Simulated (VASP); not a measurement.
Here is a VASP 6.6.1 calculation.

File INCAR:

```
  PREC = Accurate
  ENCUT = 600
  EDIFF = 1E-7
  ISMEAR = -1
  SIGMA = 0.05
  LREAL = False
  LASPH = True
  NELM = 60
  ALGO = Normal
  ISIF = 3
  LWAVE = False
  LCHARG = False
  GGA = PE
  IBRION = 2
  NSW = 80
  EDIFFG = -0.02
```

The input KPOINTS:

```
Automatic mesh
0
Gamma
  8 8 8
```

File POSCAR:

```
GaSb
1.0
    0.0000000000      3.0590000000      3.0590000000
    3.0590000000      0.0000000000      3.0590000000
    3.0590000000      3.0590000000      0.0000000000
Sb Ga
1 1
Direct
    0.7500000000      0.7500000000      0.7500000000
    0.0000000000      0.0000000000      0.0000000000
```

Potentials or basis: VASP PAW PBE potentials, release 64 (Sb, Ga_d).

Command:

```bash
$ cat potpaw_PBE.64/Sb/POTCAR potpaw_PBE.64/Ga_d/POTCAR > POTCAR
$ mpirun -np 1 vasp_std > vasp.out
```

Question: What does it give for the band gap on the k mesh?

Answer: Zero (filled and empty bands touch).

Question: Predict the space group after relaxing (to 0.05 Å).

Answer: F-43m (No. 216).

Question: Predict the relaxed cell.

Answer: a = 4.396 Å, b = 4.396 Å, c = 4.396 Å, α = 60.00°, β = 60.00°, γ = 60.00°.

Final structure:
```
CELL_PARAMETERS angstrom
0.00000 3.10854 3.10854
3.10854 0.00000 3.10854
3.10854 3.10854 0.00000
ATOMIC_POSITIONS crystal
Sb 0.75000 0.75000 0.75000
Ga 0.00000 0.00000 0.00000
```

Caveat: spin-orbit coupling is left out, which moves the levels of the heavy elements. PBE usually gives volumes a little too large and moduli too small.
